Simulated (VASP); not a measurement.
Wanted: the native input for a VASP 6.6.1 run.

| Property | Result |
| --- | --- |
| Task | single point |
| Functional | PBE |
| Dispersion | D3(BJ) |
| Potentials or basis | VASP PAW PBE potentials, release 64 (Li_sv) |
| Cutoff | 520 eV |
| k mesh | 18 × 18 × 18 |
| Occupations | gaussian, width 0.1 eV |
| Spin | no spin polarisation |
| Dipole correction | no |
| Further INCAR settings | ALGO = Normal; EDIFF = 1e-06; NBANDS = 8 |

The structure of Li lies in POSCAR:

```
Li
1.0
   -1.6618312046      1.6618312046      1.6618312046
    1.6618312046     -1.6618312046      1.6618312046
    1.6618312046      1.6618312046     -1.6618312046
Li
1
Direct
    0.0000000000      0.0000000000      0.0000000000
```

The input as run:

INCAR

```
PREC     = Accurate       # precision mode
ENCUT    = 520            # plane-wave cutoff, eV
EDIFF    = 1E-6           # SCF threshold, eV
ISMEAR   = 0              # smearing method
SIGMA    = 0.1            # smearing width, eV
LREAL    = F              # projectors in reciprocal space
LASPH    = T              # aspherical terms in the spheres
NELM     = 80             # most SCF steps
ALGO     = Normal         # electronic algorithm
ISIF     = 2              # what is computed and relaxed
LWAVE    = F              # write WAVECAR
LCHARG   = F              # write CHGCAR
GGA      = PE             # functional
IVDW     = 12             # dispersion correction
NBANDS   = 8              # bands
```

KPOINTS

```
Automatic mesh
0
Gamma
  18 18 18
```

Potentials or basis: VASP PAW PBE potentials, release 64 (Li_sv).

Command:

```console
$ cat potpaw_PBE.64/Li_sv/POTCAR > POTCAR
$ mpirun -np 1 vasp_std > vasp.out
```

Results of the run:

| Quantity | Value |
| --- | --- |
| Dispersion energy per atom | -0.187 eV |

Wall time 8.8 s on 1 thread of Intel(R) Xeon(R) Platinum 8559C (Emerald Rapids), on a shared host, peak memory 0.14 GiB.
